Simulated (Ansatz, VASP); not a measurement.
# Ga3B2As5 in VASP and in Ansatz

The input INCAR:

```
  ALGO = Normal
  EDIFF = 1E-6
  ENCUT = 520
  GGA = PE
  ISIF = 2
  ISMEAR = 0
  LASPH = True
  LCHARG = True
  LELF = True
  LREAL = False
  LVHAR = True
  LWAVE = False
  NBANDS = 46
  NELM = 100
  PREC = Accurate
  SIGMA = 0.1
```

The input KPOINTS:

```
k-points
0
Gamma
  4 4 4
```

POSCAR

```
Ga3B2As5
1.0
    0.0000000000     -3.7581845647      0.0000000000
    3.7581845647      0.0000000000      0.0000000000
   -1.8790922823      1.8790922823     13.7628124273
Ga B As
3 2 5
Direct
    0.0000000000      0.0000000000      0.0000000000
    0.1947628122      0.1947628122      0.3895256245
    0.8052371878      0.8052371878      0.6104743755
    0.5972919561      0.5972919561      0.1945839123
    0.4027080439      0.4027080439      0.8054160877
    0.5559053318      0.0559053318      0.1118106636
    0.1386550262      0.6386550262      0.2773100523
    0.7500000000      0.2500000000      0.5000000000
    0.3613449738      0.8613449738      0.7226899477
    0.9440946682      0.4440946682      0.8881893364
```

Input for Ansatz:

```yaml
crystal:
  lattice:
    - [0.0, -3.7581845647, 0.0]
    - [3.7581845647, 0.0, 0.0]
    - [-1.8790922823, 1.8790922823, 13.7628124273]
  atoms:
    - { symbol: Ga, position: [0.0, 0.0, 0.0] }
    - { symbol: Ga, position: [0.1947628122, 0.1947628122, 0.3895256245] }
    - { symbol: Ga, position: [0.8052371878, 0.8052371878, 0.6104743755] }
    - { symbol: B, position: [0.5972919561, 0.5972919561, 0.1945839123] }
    - { symbol: B, position: [0.4027080439, 0.4027080439, 0.8054160877] }
    - { symbol: As, position: [0.5559053318, 0.0559053318, 0.1118106636] }
    - { symbol: As, position: [0.1386550262, 0.6386550262, 0.2773100523] }
    - { symbol: As, position: [0.75, 0.25, 0.5] }
    - { symbol: As, position: [0.3613449738, 0.8613449738, 0.7226899477] }
    - { symbol: As, position: [0.9440946682, 0.4440946682, 0.8881893364] }
basis:
  ecutwfc: 420
kpoints:
  mp_grid: { grid: [4, 4, 4] }
hamiltonian:
  xc: pbe
scf:
  occupations: { method: gaussian, width: 0.1 }
  lower_state_search: "off"
output:
  forces: true
  stress: true
  eigenvalues: true
```

Alike in both runs: task single point; functional PBE; k mesh 4 × 4 × 4; occupations gaussian, width 0.1 eV; no spin polarisation.

|  | VASP | Ansatz |
| --- | --- | --- |
| version | VASP 6.6.1 | Ansatz 0.2.0 |
| potentials or method | VASP PAW PBE potentials, release 64 (Ga_d, B, As), cutoff 520 eV | scalar-relativistic, plane waves, PAW |
| valence electrons in the cell | 70 | 120 |

|  | VASP | Ansatz | Ansatz less VASP |
| --- | --- | --- | --- |
| gap on the k mesh at the Fermi level (eV) | 0.48 | 0.49 | +0.001 |
| least direct gap on the mesh (eV) | 0.48 | 0.49 | +0.001 |
| pressure (GPa) | 0.3 | 0.1 | -0.23 |
| traceless stress, the component that is largest in VASP (GPa) | -1.03 | -1.02 | +0.005 |
| rms of the force components (eV/Å) | 0.003 | 0.005 | +0.0021 |

Atom by atom the forces differ by 0.002 eV/Å (rms over components). VASP's potentials hold 70 valence electrons a cell and Ansatz's 120, so a difference there can come from the potentials and not from the codes.

The k mesh is coarse, so the values compare programs but aren't converged.
